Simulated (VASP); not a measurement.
# Ti (Im-3m) in VASP: a series of runs, part 2 of 2

VASP 6.6.1.

## Step 3: Single point, LDA

This run uses another cell than the first one, of 15.99 Å³/atom.

Input file INCAR:

```
SYSTEM = Ti
PREC = Accurate ; ENCUT = 520
EDIFF = 1E-6 ; ISMEAR = -1
SIGMA = 0.15 ; LREAL = .False.
LASPH = .True. ; NELM = 60
ALGO = Fast ; ISIF = 2
LWAVE = .False. ; LCHARG = .True.
LELF = .True. ; LVHAR = .True.
NBANDS = 12
```

Input file KPOINTS:

```
regular mesh
0
Gamma
  20 20 20
  0 0 0
```

Input file POSCAR:

```
Ti
1.0
   -1.5870104136      1.5870104136      1.5870104136
    1.5870104136     -1.5870104136      1.5870104136
    1.5870104136      1.5870104136     -1.5870104136
Ti
1
Direct
    0.0000000000      0.0000000000      0.0000000000
```

Potentials or basis: VASP PAW LDA potentials, release 64 (Ti_sv).

Started as:

```sh
> cat potpaw_LDA.64/Ti_sv/POTCAR > POTCAR
> mpirun -np 1 vasp_std > vasp.out
```

OUTCAR:

```text
SYSTEM = Ti
   PREC = Accurate
   ENCUT = 520
   EDIFF = 1E-6
   ISMEAR = -1
   LREAL = .False.
   LASPH = .True.
   NELM = 60
   ISIF = 2

 ion  position               nearest neighbor table
   1  0.000  0.000  0.000-

  LATTYP: Found a body centered cubic cell.
 ALAT       =     3.1740208272

  Lattice vectors:

 A1 = (  -1.5870104136,   1.5870104136,   1.5870104136)
 A2 = (   1.5870104136,  -1.5870104136,   1.5870104136)
 A3 = (   1.5870104136,   1.5870104136,  -1.5870104136)

[... 529 lines left out ...]
      4     -23.0939      2.00000
      5       5.5245      2.00000
      6       8.6668      1.21934
      7       8.9163      0.45699
      8      11.3442      0.00000
      9      12.0207      0.00000
     10      12.2297      0.00000
     11      22.2538      0.00000
     12      24.1202      0.00000

 [... further k-points ...]
[... 5 lines left out ...]
  --------------------------------------------------------------------------------------
  -------------------------------------------------------------------------------------
  Total       -0.2820459     -0.2820459     -0.2820459     -0.0000000      0.0000000     -0.0000000
  in kB      -28.2638293    -28.2638293    -28.2638293     -0.0000000      0.0000000     -0.0000000
  external PRESSURE =     -28.2638293 kB  Pullay stress =       0.0000000 kB

 VOLUME and BASIS-vectors are now :
 -----------------------------------------------------------------------------
  energy-cutoff  :      520.00
  volume of cell :       15.99
      direct lattice vectors                 reciprocal lattice vectors
    -1.587010414  1.587010414  1.587010414     0.000000000  0.315057794  0.315057794
     1.587010414 -1.587010414  1.587010414     0.315057794  0.000000000  0.315057794
     1.587010414  1.587010414 -1.587010414     0.315057794  0.315057794  0.000000000

 POSITION                                       TOTAL-FORCE (eV/Angst)
 -----------------------------------------------------------------------------------
      0.00000      0.00000      0.00000         0.000000      0.000000      0.000000
 -----------------------------------------------------------------------------------
    total drift:                                0.000000      0.000000      0.000000

  FREE ENERGIE OF THE ION-ELECTRON SYSTEM (eV)
  ---------------------------------------------------
  free  energy   TOTEN  =        -8.5371949508 eV

  energy  without entropy=       -8.3855622102  energy(sigma->0) =       -8.46137858
```

OSZICAR:

```text
N       E                     dE             d eps       ncg     rms          rms(c)
DAV:   1     0.852953680131E+02    0.85295E+02   -0.65968E+03  6176   0.122E+03
DAV:   2    -0.525498696620E+01   -0.90550E+02   -0.88076E+02  6260   0.297E+02
DAV:   3    -0.935160658665E+01   -0.40966E+01   -0.40452E+01  8348   0.639E+01
[... 12 lines left out ...]
RMM:  16    -0.853714003766E+01   -0.89119E-05   -0.83585E-05  7690   0.372E-02    0.181E-01
RMM:  17    -0.853715407615E+01   -0.14038E-04   -0.33843E-05  6779   0.268E-02    0.177E-01
RMM:  18    -0.853718234753E+01   -0.28271E-04   -0.30890E-05  7240   0.276E-02    0.186E-01
RMM:  19    -0.853719468964E+01   -0.12342E-04   -0.17602E-05  6182   0.160E-02    0.189E-01
RMM:  20    -0.853719495083E+01   -0.26118E-06   -0.92996E-06  5666   0.112E-02
   1 F= -.85371950E+01 E0= -.84613786E+01  d E =-.151633E+00
```

stdout:

```text
POSCAR found type information on POSCAR Ti
 POSCAR found :  1 types and       1 ions
 scaLAPACK will be used
 LDA part: xc-table for (Slater(with rela. corr.)+CA(PZ))
 , standard interpolation
 POSCAR, INCAR and KPOINTS ok, starting setup
 FFT: planning ... GRIDC
 FFT: planning ... GRID_SOFT
 FFT: planning ... GRID
 WAVECAR not read
 entering main loop
WARNING in EDDRMM: call to ZHEGV failed, returncode =   6  3      5
WARNING in EDDRMM: call to ZHEGV failed, returncode =   6  3      5
WARNING in EDDRMM: call to ZHEGV failed, returncode =   6  3      6
WARNING in EDDRMM: call to ZHEGV failed, returncode =   6  3      7
WARNING in EDDRMM: call to ZHEGV failed, returncode =   8  4      9
```

It took 67 s on 1 thread of Intel Xeon 8259CL, shared host; peak memory 0.16 GiB.

Results:

```
Free energy            : -8.5372 eV
Pressure               : -2.8 GPa
Band gap on the k mesh : zero (bands 6 and 7 overlap by 1.75 eV)
```

## Step 4: Relaxation of cell and atoms, LDA

This run uses another cell than the first one, of 15.90 Å³/atom.

Input file INCAR:

```
PREC = Accurate
ENCUT = 600
EDIFF = 1E-7
ISMEAR = 0
SIGMA = 0.1
LREAL = F
LASPH = T
NELM = 80
ALGO = Normal
ISIF = 3
LWAVE = F
LCHARG = F
IBRION = 2
NSW = 100
EDIFFG = -0.005
```

Input file KPOINTS:

```
Automatic mesh
0
Gamma
  18 18 18
```

Input file POSCAR:

```
Ti
1.0
   -1.5840978707      1.5840978707      1.5840978707
    1.5840978707     -1.5840978707      1.5840978707
    1.5840978707      1.5840978707     -1.5840978707
Ti
1
Direct
    0.0000000000      0.0000000000      0.0000000000
```

Started as:

```sh
> cat potpaw_LDA.64/Ti_sv/POTCAR > POTCAR
> mpirun -np 1 vasp_std > vasp.out
```

Run time: 77 s. Hardware: 1 thread of Intel Xeon 8259CL, shared host; peak memory 0.17 GiB.

The run converged. Its results:

```yaml
Free_energy: -8.4658 eV
Relaxed_volume: 15.83 Å³/atom
Relaxed_cell: a = 2.740 Å, b = 2.740 Å, c = 2.740 Å, α = 109.47°, β = 109.47°, γ = 109.47°
Space_group_after_relaxing_to_0.1_Å: Im-3m (No. 229)
Energy_gained_by_relaxing: 0.1 meV/atom
Ionic_steps: 3
Pressure_after_relaxing: 0.0 GPa
Band_gap_on_the_k_mesh: zero (bands 6 and 7 overlap by 1.64 eV)
```

Step by step:
| step | energy change (eV) | largest force (eV/Å) | pressure (GPa) | volume (Å³) |
| --- | --- | --- | --- | --- |
| 1 | 0.0000 | 0.0000 | -0.48 | 15.90 |
| 2 | -0.0001 | 0.0000 | 0.31 | 15.79 |
| 3 | -0.0001 | 0.0000 | 0.01 | 15.83 |

Final structure:
```xyz
1
Lattice="-1.5818 1.5818 1.5818 1.5818 -1.5818 1.5818 1.5818 1.5818 -1.5818" Properties=species:S:1:pos:R:3 pbc="T T T"
Ti    0.0000    0.0000    0.0000
```

Levels at points of the mesh, in eV from the Fermi level:
```tsv
k point	band 3	band 4	band 5	band 6	band 7	band 8	band 9	band 10
(0.00, 0.00, 0.00)	-31.76	-31.76	-6.05	1.03	1.03	1.03	3.02	3.02
(0.50, 0.00, 0.00)	-32.05	-31.77	-2.68	-0.53	1.57	3.02	3.41	4.79
(0.50, 0.50, 0.50)	-32.39	-32.39	-2.43	-2.43	4.38	4.38	4.38	9.19
```

LDA usually gives volumes a few per cent too small. Zero-point motion and thermal expansion aren't in these numbers.

## Step 5: Relaxation of cell and atoms, LDA

Input file INCAR:

```
SYSTEM = Ti
ALGO     = Normal         ! electronic algorithm
EDIFF    = 1E-6           ! SCF threshold, eV
EDIFFG   = -0.001         ! ionic threshold
ENCUT    = 600            ! plane-wave cutoff, eV
IBRION   = 2              ! ionic algorithm
ISIF     = 3              ! what is computed and relaxed
ISMEAR   = -1             ! smearing method
LASPH    = .True.         ! aspherical terms in the spheres
LCHARG   = .False.        ! write CHGCAR
LREAL    = .False.        ! projectors in reciprocal space
LWAVE    = .False.        ! write WAVECAR
NELM     = 60             ! most SCF steps
NSW      = 80             ! ionic steps
PREC     = Accurate       ! precision mode
SIGMA    = 0.15           ! smearing width, eV
```

Input file KPOINTS:

```
k-points
0
Gamma
  20 20 20
  0 0 0
```

Input file POSCAR:

```
Ti
1.0
   -1.5825944271      1.5825944271      1.5825944271
    1.5825944271     -1.5825944271      1.5825944271
    1.5825944271      1.5825944271     -1.5825944271
Ti
1
Direct
    0.0000000000      0.0000000000      0.0000000000
```

Started as:

```sh
> cat potpaw_LDA.64/Ti_sv/POTCAR > POTCAR
> mpirun -np 1 vasp_std > vasp.out
```

Wall time 4 min (1 thread of Intel Xeon 8259CL, shared host); peak memory 0.18 GiB.

It converged, with:

* Free energy: -8.5367 eV
* Relaxed volume: 15.97 Å³/atom
* Relaxed cell: a = 2.748 Å, b = 2.748 Å, c = 2.748 Å, α = 109.47°, β = 109.47°, γ = 109.47°
* Space group after relaxing (to 0.1 Å): Im-3m (No. 229)
* Energy gained by relaxing: 0.3 meV/atom
* Ionic steps: 10
* Pressure after relaxing: 0.0 GPa
* Band gap on the k mesh: zero (bands 6 and 7 overlap by 1.75 eV)

The path:
| step | energy change (eV) | largest force (eV/Å) | pressure (GPa) | volume (Å³) |
| --- | --- | --- | --- | --- |
| 1 | 0.0000 | 0.0000 | 0.86 | 15.86 |
| 2 | -0.0001 | 0.0000 | -0.60 | 16.05 |
| 3 | -0.0003 | 0.0000 | 0.02 | 15.97 |
| 4 | -0.0003 | 0.0000 | 0.01 | 15.97 |
| 5 | -0.0003 | 0.0000 | 0.03 | 15.97 |
| 6 | -0.0002 | 0.0000 | -0.29 | 16.01 |
| 7 | -0.0003 | 0.0000 | -0.09 | 15.98 |
| 8 | -0.0003 | 0.0000 | 0.04 | 15.96 |
| 9 | -0.0003 | 0.0000 | 0.08 | 15.96 |
| 10 | -0.0003 | 0.0000 | 0.01 | 15.97 |

Final structure:
```
Ti
1.0
    -1.58636    1.58636    1.58636
     1.58636   -1.58636    1.58636
     1.58636    1.58636   -1.58636
Ti
1
Cartesian
  0.0000 0.0000 0.0000
```

Levels at points of the mesh, in eV from the Fermi level:
```tsv
k point	band 2	band 3	band 4	band 5	band 6	band 7	band 8	band 9	band 10
(0.00, 0.00, 0.00)	-31.78	-31.78	-31.78	-6.03	1.02	1.02	1.02	2.99	2.99
(0.50, 0.00, 0.00)	-32.69	-32.07	-31.79	-2.66	-0.52	1.53	2.99	3.38	4.74
(0.50, 0.50, 0.50)	-32.40	-32.40	-32.40	-2.40	-2.40	4.34	4.34	4.34	9.11
```

## Step 6: The runs side by side

| task | cell | k mesh | cutoff (eV) | smearing | gap on the mesh (eV) | pressure (GPa) | relaxed volume (Å³/atom) |
| --- | --- | --- | --- | --- | --- | --- | --- |
| single point | a = 2.741 Å, angles 109.5°, 1 atom | 18 × 18 × 18 | 520 | gaussian 0.1 eV | none | -0.2 | - |
| single point | a = 2.749 Å, angles 109.5°, 1 atom | 20 × 20 × 20 | 520 | fermi-dirac 0.15 eV | none | -2.8 | - |
| relaxation of cell and atoms | relaxed from a = 2.744 Å, angles 109.5°, 1 atom | 18 × 18 × 18 | 600 | gaussian 0.1 eV | none | 0.0 | 15.83 |
| relaxation of cell and atoms | relaxed from a = 2.741 Å, angles 109.5°, 1 atom | 20 × 20 × 20 | 600 | fermi-dirac 0.15 eV | none | 0.0 | 15.97 |

Alike in all rows: level LDA; potentials or basis VASP PAW LDA potentials, release 64 (Ti_sv); no spin polarisation.

Absolute energies hang on the potentials; compare differences alone.
